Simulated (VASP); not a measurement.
GeCl3:

```xyz
4
Lattice="-2.9186 2.9186 3.2167 2.9186 -2.9186 3.2167 2.9186 2.9186 -3.2167" Properties=species:S:1:pos:R:3 pbc="T T T"
Ge    0.0000    0.0000    3.2167
Cl    0.0000    2.9186    1.6083
Cl    2.9186    0.0000    1.6083
Cl    0.0000    0.0000    0.0000
```

The cell was generated, and may not be a known phase.

- Program: VASP 6.6.1
- Task: relaxation of cell and atoms
- Functional: PBE
- Potentials or basis: VASP PAW PBE potentials, release 64 (Ge_d, Cl)
- Cutoff: 600 eV
- k mesh: 4 × 4 × 4
- Occupations: gaussian, width 0.1 eV
- Spin: no spin polarisation

At the start: pressure -5.8 GPa; volume 27.40 Å³/atom.

Task: Where does the relaxation end?

Result: Over 18 steps the energy falls by 213.7 meV/atom and the volume is 24.69 Å³/atom (-9.9 %); space group I4/mmm (No. 139, to 0.1 Å) before and after.

Step by step:
| step | energy change (eV) | largest force (eV/Å) | pressure (GPa) | volume (Å³) |
| --- | --- | --- | --- | --- |
| 1 | 0.0000 | 0.0000 | -5.85 | 109.60 |
| 2 | -0.4730 | 0.0000 | -2.88 | 94.47 |
| 3 | -0.5718 | 0.0000 | 0.46 | 86.26 |
| 4 | -0.6014 | 0.0000 | 0.80 | 86.32 |
| 5 | -0.6372 | 0.0000 | 1.98 | 86.30 |
| 6 | -0.6397 | 0.0000 | 6.45 | 85.61 |
| 7 | -0.6574 | 0.0000 | 2.67 | 86.21 |
| 8 | -0.6943 | 0.0000 | 4.16 | 85.97 |
| 9 | -0.6841 | 0.0000 | 5.20 | 85.81 |
| 10 | -0.6941 | 0.0000 | 4.51 | 85.92 |
| 11 | -0.7051 | 0.0000 | 4.53 | 86.36 |
| 12 | -0.7240 | 0.0000 | 4.64 | 87.67 |
| 13 | -0.7250 | 0.0000 | 4.74 | 88.23 |
| 14 | -0.7539 | 0.0000 | 4.06 | 89.38 |
| 15 | -0.8173 | 0.0000 | 2.31 | 92.89 |
| 16 | -0.8534 | 0.0000 | -0.44 | 100.17 |
| 17 | -0.8549 | 0.0000 | -0.07 | 99.00 |
| 18 | -0.8549 | 0.0000 | 0.01 | 98.78 |

Final structure:
```
Ge Cl
1.0
    -3.08910    3.08910    2.58775
     3.08910   -3.08910    2.58775
     3.08910    3.08910   -2.58775
Ge Cl
1 3
Direct
  0.50000 0.50000 0.00000
  0.75000 0.25000 0.50000
  0.25000 0.75000 0.50000
  0.00000 0.00000 0.00000
```

Caveat: the k points lie up to 0.40 Å⁻¹ apart in the final cell, too coarse for converged energies and pressures of a metal; an odd number of electrons without spin polarisation forces a metal; a magnetic or distorted state may lie lower.
